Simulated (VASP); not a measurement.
# Rh (I4_1/amd) in VASP: a series of runs

Rh is run at these levels: PBE; tasks: single point.

All numbers are computed with VASP 6.6.1; they aren't measurements. Logs are shortened: lines on timing, memory, paths and dates and some standing lists are left out, and cuts for length are marked.

## 1. The cell of the first run

It takes space group I4_1/amd (No. 141, tetragonal). Conventional cell: a = 4.842 Å, b = 4.842 Å, c = 2.767 Å, α = 90.00°, β = 90.00°, γ = 90.00°. Rh (site symmetry -4m2) has 10 Rh at 2.52 to 3.19 Å within 3.3 Å.

## 2. Single point, PBE

File INCAR:

```
PREC     = Accurate       # precision mode
ENCUT    = 520            # plane-wave cutoff, eV
EDIFF    = 1E-6           # SCF threshold, eV
ISMEAR   = -1             # smearing method
SIGMA    = 0.1            # smearing width, eV
LREAL    = F              # projectors in reciprocal space
LASPH    = T              # aspherical terms in the spheres
NELM     = 60             # most SCF steps
ALGO     = Normal         # electronic algorithm
ISIF     = 2              # what is computed and relaxed
LWAVE    = F              # write WAVECAR
LCHARG   = F              # write CHGCAR
GGA      = PE             # functional
NBANDS   = 22             # bands
```

File KPOINTS:

```
regular mesh
0
Gamma
  17 17 17
```

File POSCAR:

```
Rh
1.0
   -2.4212106222      2.4212106222      1.3832652971
    2.4212106222     -2.4212106222      1.3832652971
    2.4212106222      2.4212106222     -1.3832652971
Rh
2
Direct
   -0.3750000000     -0.1250000000     -0.2500000000
    0.3750000000      0.1250000000      0.2500000000
```

Potentials or basis: VASP PAW PBE potentials, release 64 (Rh_pv).

Command:

```bash
$ cat potpaw_PBE.64/Rh_pv/POTCAR > POTCAR
$ mpirun -np 1 vasp_std > vasp.out
```

OUTCAR:

```text
PREC = Accurate
   ENCUT = 520
   EDIFF = 1E-6
   ISMEAR = -1
   LREAL = F
   LASPH = T
   NELM = 60
   ISIF = 2
   GGA = PE

 ion  position               nearest neighbor table
   1  0.625  0.875  0.750-   2 2.52   2 2.52   2 2.52   2 2.52   2 3.19   2 3.19   2 3.19   2 3.19

   2  0.375  0.125  0.250-   1 2.52   1 2.52   1 2.52   1 2.52   1 3.19   1 3.19   1 3.19   1 3.19

  LATTYP: Found a body centered tetragonal cell.
 ALAT       =     4.8424212444
 C/A-ratio  =     0.5713114276

  Lattice vectors:

 A1 = (  -2.4212106222,   2.4212106222,   1.3832652971)
 A2 = (   2.4212106222,  -2.4212106222,   1.3832652971)
 A3 = (   2.4212106222,   2.4212106222,  -1.3832652971)

Analysis of symmetry for initial positions (statically):
=====================================================================
 Subroutine PRICEL returns:
 Original cell was already a primitive cell.

 Routine SETGRP: Setting up the symmetry group for a
 body centered tetragonal supercell.

 Subroutine GETGRP returns: Found 16 space group operations
 (whereof  4 operations were pure point group operations)
 out of a pool of 16 trial point group operations.

The static configuration has the point symmetry C_2h.
 The point group associated with its full space group is D_4h.

Analysis of symmetry for dynamics (positions and initial velocities):
=====================================================================
 Subroutine PRICEL returns:
 Original cell was already a primitive cell.

 Routine SETGRP: Setting up the symmetry group for a
 body centered tetragonal supercell.

 Subroutine GETGRP returns: Found 16 space group operations
 (whereof  4 operations were pure point group operations)
 out of a pool of 16 trial point group operations.

The dynamic configuration has the point symmetry C_2h.
 The point group associated with its full space group is D_4h.

 Subroutine INISYM returns: Found 16 space group operations
 (whereof  4 operations are pure point group operations),
 and found     1 'primitive' translations

----------------------------------------------------------------------------------------

                                     Primitive cell

  volume of cell :      32.4362

  direct lattice vectors                    reciprocal lattice vectors
    -2.421210622  2.421210622  1.383265297     0.000000000  0.206508263  0.361463561
     2.421210622 -2.421210622  1.383265297     0.206508263  0.000000000  0.361463561
     2.421210622  2.421210622 -1.383265297     0.206508263  0.206508263  0.000000000

  length of vectors
     3.692958792  3.692958792  3.692958792     0.416295050  0.416295050  0.292046786

  position of ions in fractional coordinates (direct lattice)
     0.625000000  0.875000000  0.750000000
     0.375000000  0.125000000  0.250000000

  ion indices of the primitive-cell ions
   primitive index   ion index
                 1           1
                 2           2

----------------------------------------------------------------------------------------

 KPOINTS: regular mesh

Automatic generation of k-mesh.
 Grid dimensions read from file:
 generate k-points for:   17   17   17

 Generating k-lattice:

  Cartesian coordinates                     Fractional coordinates (reciprocal lattice)
     0.000000000  0.012147545  0.021262562     0.058823529  0.000000000 -0.000000000
     0.012147545  0.000000000  0.021262562     0.000000000  0.058823529 -0.000000000
     0.012147545  0.012147545  0.000000000     0.000000000  0.000000000  0.058823529

  Length of vectors
     0.024487944  0.024487944  0.017179223

  Shift w.r.t. Gamma in fractional coordinates (k-lattice)
     0.000000000  0.000000000  0.000000000

 Subroutine IBZKPT returns following result:
 ===========================================

 Found    405 irreducible k-points:

 Following reciprocal coordinates:
            Coordinates               Weight
  0.000000  0.000000  0.000000      1.000000
  0.058824 -0.000000  0.000000      8.000000
  0.117647 -0.000000  0.000000      8.000000
  0.176471 -0.000000  0.000000      8.000000
  0.235294 -0.000000  0.000000      8.000000
  0.294118 -0.000000  0.000000      8.000000
[... 16 lines left out ...]
 -0.176471  0.058824 -0.000000     16.000000
 -0.117647  0.058824 -0.000000     16.000000
 [... further k-points ...]
   k-points           NKPTS =    405   k-points in BZ     NKDIM =    405   number of bands    NBANDS=     22
   number of dos      NEDOS =    301   number of ions     NIONS =      2
   total plane-waves  NPLWV =  21952
   dimension x,y,z NGX =    28 NGY =   28 NGZ =   28
   dimension x,y,z NGXF=    56 NGYF=   56 NGZF=   56
   ions per type =               2
   NGX,Y,Z   is equivalent  to a cutoff of  12.60, 12.60, 12.60 a.u.
   NGXF,Y,Z  is equivalent  to a cutoff of  25.21, 25.21, 25.21 a.u.
 SYSTEM =  unknown system
   PREC   = accura    normal or accurate (medium, high low for compatibility)
   ISTART =      0    job   : 0-new  1-cont  2-samecut
   ICHARG =      2    charge: 1-file 2-atom 10-const
   ISPIN  =      1    spin polarized calculation?
   LNONCOLLINEAR =      F non collinear calculations
   LSORBIT =      F    spin-orbit coupling
   LASPH  =      T    aspherical Exc in radial PAW
   ENCUT  =  520.0 eV  38.22 Ry    6.18 a.u.   6.87  6.87  6.87*2*pi/ulx,y,z
   NELM   =     60;   NELMIN=  2; NELMDL= -5     # of ELM steps
   EDIFF  = 0.1E-05   stopping-criterion for ELM
   LREAL  =      F    real-space projection
   EDIFFG = 0.1E-04   stopping-criterion for IOM
   NSW    =      0    number of steps for IOM
   IBRION =     -1    ionic relax: 0-MD 1-quasi-New 2-CG
   NFREE  =      0    steps in history (QN), initial steepest desc. (CG)
   ISIF   =      2    stress and relaxation
   ISYM   =      2    0-nonsym 1-usesym 2-fastsym
   POTIM  = 0.5000    time-step for ionic-motion
   TEBEG  =    0.0;   TEEND  =   0.0 temperature during run
   PSTRESS=    0.0 pullay stress
   NELECT =      30.0000    total number of electrons
   NUPDOWN=      -1.0000    fix difference up-down
   EMIN   =  10.00;   EMAX   =-10.00  energy-range for DOS
   EFERMI =   0.00;   METHOD = LEGACY
   ISMEAR =    -1;   SIGMA  =   0.10  broadening in eV -4-tet -1-fermi 0-gaus
   EFERMI_NEDOS =   21; number of points for ismear=-14 and -15
   IALGO  =     38    algorithm
   IMIX   =      4    mixing-type and parameters
     AMIX     =   0.40;   BMIX     =  1.00
     AMIX_MAG =   1.60;   BMIX_MAG =  1.00
  volume/ion in A,a.u.               =      16.22       109.45
  Fermi-wavevector in a.u.,A,eV,Ry     =   1.595040  3.014189 34.615319  2.544154
  Thomas-Fermi vector in A             =   2.693021
   LORBIT       =      0    0 simple, 1 ext, 2 COOP (PROOUT), +10 PAW based schemes
   GGA     = PE    functional components
   LHFCALC =     F    Hartree Fock is set to
   AEXX    =    0.0000 exact exchange contribution
   IVDW    =     0    specifies the selected vdW correction
   LEPSILON=     F    determine dielectric tensor
   LRPA    =     F    only Hartree local field effects (RPA)
 non-spin polarized calculation
  energy-cutoff  :      520.00
  volume of cell :       32.44
 maximum number of plane-waves:       889
   NGX = 13   NGY = 13   NGZ = 13

 number of electron      30.0000005 magnetization

 Free energy of the ion-electron system (eV)
  ---------------------------------------------------
  ext. energy  EPLUGINS =         0.00000000
  ---------------------------------------------------
  free energy    TOTEN  =       -13.45029882 eV

  energy without entropy =      -13.34670236  energy(sigma->0) =      -13.39850059

 E-fermi :   9.2115     XC(G=0): -12.8927

 val. band max:        9.2106501969   @ k =   0.4118   0.2353   0.0000
 cond. band min:       9.2120499072   @ k =  -0.4118   0.1176  -0.0000
 fundamental gap:      0.0013997103
 Fermi energy:         9.2115164690

 k-point     1 :       0.0000    0.0000    0.0000
  band No.  band energies     occupation
      1     -37.4092      2.00000
      2     -37.4092      2.00000
      3     -36.8496      2.00000
      4     -36.8353      2.00000
      5     -36.8005      2.00000
      6     -36.8005      2.00000
[... 14 lines left out ...]
     21      24.1760      0.00000
     22      26.9703      0.00000

 k-point     2 :       0.0588   -0.0000    0.0000
  band No.  band energies     occupation
      1     -37.4088      2.00000
      2     -37.4029      2.00000
      3     -36.8635      2.00000
      4     -36.8456      2.00000
      5     -36.8012      2.00000
      6     -36.7996      2.00000
[... 14 lines left out ...]
     21      24.2276      0.00000
     22      26.8919      0.00000

 k-point     3 :       0.1176   -0.0000    0.0000
  band No.  band energies     occupation
      1     -37.4076      2.00000
      2     -37.3849      2.00000
      3     -36.8995      2.00000
      4     -36.8745      2.00000
      5     -36.8071      2.00000
      6     -36.7968      2.00000
[... 14 lines left out ...]
     21      24.3984      0.00000
     22      26.3880      0.00000

 k-point     4 :       0.1765   -0.0000    0.0000
  band No.  band energies     occupation
      1     -37.4059      2.00000
      2     -37.3578      2.00000
      3     -36.9511      2.00000
      4     -36.9156      2.00000
      5     -36.8212      2.00000
      6     -36.7926      2.00000
[... 14 lines left out ...]
     21      24.4618      0.00000
     22      24.9623      0.00000

 k-point     5 :       0.2353   -0.0000    0.0000
  band No.  band energies     occupation
      1     -37.4038      2.00000
      2     -37.3258      2.00000
      3     -37.0121      2.00000
      4     -36.9603      2.00000
      5     -36.8427      2.00000
      6     -36.7875      2.00000
[... 417 lines left out ...]
 k-point    22 :      -0.2353    0.0588   -0.0000
  band No.  band energies     occupation
      1     -37.4055      2.00000
      2     -37.3271      2.00000
      3     -36.9767      2.00000
      4     -36.9110      2.00000
      5     -36.8372      2.00000
      6     -36.7913      2.00000
[... 14 lines left out ...]
     21      24.3367      0.00000
     22      25.4341      0.00000

 k-point    23 :      -0.1765    0.0588   -0.0000
  band No.  band energies     occupation
      1     -37.4062      2.00000
      2     -37.3615      2.00000
      3     -36.9221      2.00000
      4     -36.8721      2.00000
      5     -36.8191      2.00000
      6     -36.7935      2.00000
[... 14 lines left out ...]
     21      25.0644      0.00000
     22      25.7184      0.00000

 k-point    24 :      -0.1176    0.0588   -0.0000
  band No.  band energies     occupation
      1     -37.4060      2.00000
      2     -37.3885      2.00000
      3     -36.8813      2.00000
      4     -36.8443      2.00000
      5     -36.8112      2.00000
      6     -36.7933      2.00000
[... 14 lines left out ...]
     21      24.6737      0.00000
     22      26.3734      0.00000

 [... further k-points ...]
[... 5 lines left out ...]
  --------------------------------------------------------------------------------------
  -------------------------------------------------------------------------------------
  Total       -1.3467476     -1.3467476     -1.3670886     -0.0000000      0.0000000      0.0000000
  in kB      -66.5221341    -66.5221341    -67.5268734     -0.0000000      0.0000000      0.0000000
  external PRESSURE =     -66.8570472 kB  Pullay stress =       0.0000000 kB

 VOLUME and BASIS-vectors are now :
 -----------------------------------------------------------------------------
  energy-cutoff  :      520.00
  volume of cell :       32.44
      direct lattice vectors                 reciprocal lattice vectors
    -2.421210622  2.421210622  1.383265297     0.000000000  0.206508263  0.361463561
     2.421210622 -2.421210622  1.383265297     0.206508263  0.000000000  0.361463561
     2.421210622  2.421210622 -1.383265297     0.206508263  0.206508263  0.000000000

 POSITION                                       TOTAL-FORCE (eV/Angst)
 -----------------------------------------------------------------------------------
      2.42121      1.21061      1.03745        -0.000000      0.000000      0.000000
      0.00000      1.21061      0.34582         0.000000     -0.000000     -0.000000
 -----------------------------------------------------------------------------------
    total drift:                                0.000000      0.000000     -0.000000

  FREE ENERGIE OF THE ION-ELECTRON SYSTEM (eV)
  ---------------------------------------------------
  free  energy   TOTEN  =       -13.4502988205 eV

  energy  without entropy=      -13.3467023635  energy(sigma->0) =      -13.39850059
```

Run time: 2.1 min. Hardware: 1 thread of Intel Xeon 6975P-C (Granite Rapids), shared host; peak memory 0.33 GiB.

Results:

| Property | Result |
| --- | --- |
| Free energy | -13.4503 eV |
| Pressure | -6.7 GPa |
| Band gap on the k mesh | zero (bands 15 and 16 overlap by 1.83 eV) |

Stress tensor (GPa, compression positive):
```
-6.65  0.00  0.00
 0.00 -6.65  0.00
 0.00  0.00 -6.75
```

Caveat: the cell stands under tension.

## 3. Single point, PBE

File INCAR:

```
ALGO     = Normal         # electronic algorithm
EDIFF    = 1E-6           # SCF threshold, eV
ENCUT    = 520            # plane-wave cutoff, eV
GGA      = PE             # functional
ISIF     = 2              # what is computed and relaxed
ISMEAR   = -1             # smearing method
LASPH    = True           # aspherical terms in the spheres
LCHARG   = True           # write CHGCAR
LELF     = True           # ELF
LREAL    = False          # projectors in reciprocal space
LVHAR    = True         
LWAVE    = False          # write WAVECAR
NBANDS   = 22             # bands
NELM     = 100            # most SCF steps
PREC     = Accurate       # precision mode
SIGMA    = 0.1            # smearing width, eV
```

File KPOINTS:

```
k-points
0
Gamma
  17 17 17
```

File POSCAR:

```
Rh
1.0
   -2.4215666126      2.4215666126      1.3833687996
    2.4215666126     -2.4215666126      1.3833687996
    2.4215666126      2.4215666126     -1.3833687996
Rh
2
Direct
   -0.3750000000     -0.1250000000     -0.2500000000
    0.3750000000      0.1250000000      0.2500000000
```

Potentials or basis: VASP PAW PBE potentials, release 64 (Rh_pv).

Command:

```bash
$ cat potpaw_PBE.64/Rh_pv/POTCAR > POTCAR
$ mpirun -np 1 vasp_std > vasp.out
```

Run time: 1.9 min. Hardware: 1 thread of Intel Xeon 6975P-C (Granite Rapids), shared host; peak memory 0.33 GiB.

It converged, with:

```
Free energy            : -13.4498 eV
Pressure               : -6.7 GPa
Band gap on the k mesh : zero (bands 15 and 16 overlap by 1.83 eV)
```

Levels at points of the mesh, in eV from the Fermi level:
| k point | band 11 | band 12 | band 13 | band 14 | band 15 | band 16 | band 17 | band 18 | band 19 | band 20 |
| --- | --- | --- | --- | --- | --- | --- | --- | --- | --- | --- |
| (0.00, 0.00, 0.00) | -3.16 | -0.99 | -0.99 | -0.91 | -0.91 | 0.87 | 1.79 | 6.76 | 6.76 | 14.60 |

Caveat: the cell stands under tension.
